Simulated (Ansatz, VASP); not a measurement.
# One calculation of SnO, two programs

INCAR

```
SYSTEM = SnO
PREC = Accurate
ENCUT = 520
EDIFF = 1E-7
ISMEAR = 0
SIGMA = 0.02
LREAL = .FALSE.
LASPH = .TRUE.
NELM = 60
ALGO = Normal
ISIF = 2
LWAVE = .FALSE.
LCHARG = .FALSE.
GGA = PE
NBANDS = 28
```

The input KPOINTS:

```
regular mesh
0
G
  10 10 8
  0 0 0
```

Contents of POSCAR:

```
SnO
1.0
    3.8684423518      0.0000000000      0.0000000000
    0.0000000000      3.8684423518      0.0000000000
    0.0000000000      0.0000000000      5.0650221773
Sn O
2 2
Direct
    0.5000000000      0.0000000000      0.2288152407
    0.0000000000      0.5000000000      0.7711847593
    0.0000000000      0.0000000000      0.0000000000
    0.5000000000      0.5000000000      0.0000000000
```

Input for Ansatz:

```yaml
crystal:
  lattice:
    - [3.8684423518, 0.0, 0.0]
    - [0.0, 3.8684423518, 0.0]
    - [0.0, 0.0, 5.0650221773]
  atoms:
    - { symbol: Sn, position: [0.5, 0.0, 0.2288152407] }
    - { symbol: Sn, position: [0.0, 0.5, 0.7711847593] }
    - { symbol: O, position: [0.0, 0.0, 0.0] }
    - { symbol: O, position: [0.5, 0.5, 0.0] }
basis:
  ecutwfc: 420
kpoints:
  mp_grid: { grid: [10, 10, 8] }
  band_path:
    path:
      - [[0.0, 0.0, 0.0], [0.0, 0.5, 0.0], [0.5, 0.5, 0.0], [0.0, 0.0, 0.0], [0.0, 0.0, 0.5], [0.0, 0.5, 0.5], [0.5, 0.5, 0.5], [0.0, 0.0, 0.5]]
      - [[0.0, 0.5, 0.0], [0.0, 0.5, 0.5]]
      - [[0.5, 0.5, 0.0], [0.5, 0.5, 0.5]]
    npoints: 14
hamiltonian:
  xc: pbe
scf:
  occupations: { method: gaussian, width: 0.02 }
  n_extra_bands: 10
output:
  forces: true
  stress: true
  eigenvalues: true
  populations: true
  dos: { projected: true, de: 0.02, nscf_kmesh: { grid: [15, 15, 12] } }
  bader: true
  write_density: true
  write_potential: true
  elf: true
  volumetric_format: npy
```

Alike in both runs: task single point; functional PBE; k mesh 10 × 10 × 8; occupations gaussian, width 0.02 eV; no spin polarisation.

|  | VASP | Ansatz |
| --- | --- | --- |
| version | VASP 6.6.1 | Ansatz 0.2.0 |
| potentials or method | VASP PAW PBE potentials, release 64 (Sn_d, O), cutoff 520 eV | scalar-relativistic, plane waves, PAW |
| valence electrons in the cell | 40 | 40 |

```csv
,VASP,Ansatz,Ansatz less VASP
gap on the k mesh at the Fermi level (eV),0.50,0.50,-0.009
least direct gap on the mesh (eV),1.91,1.94,+0.030
pressure (GPa),0.2,0.0,-0.19
rms of the force components (eV/Å),0.031,0.000,-0.0311
```

Atom by atom the forces differ by 0.031 eV/Å (rms over components). The functional is the same, so the differences come from potentials, cutoffs and numerics.
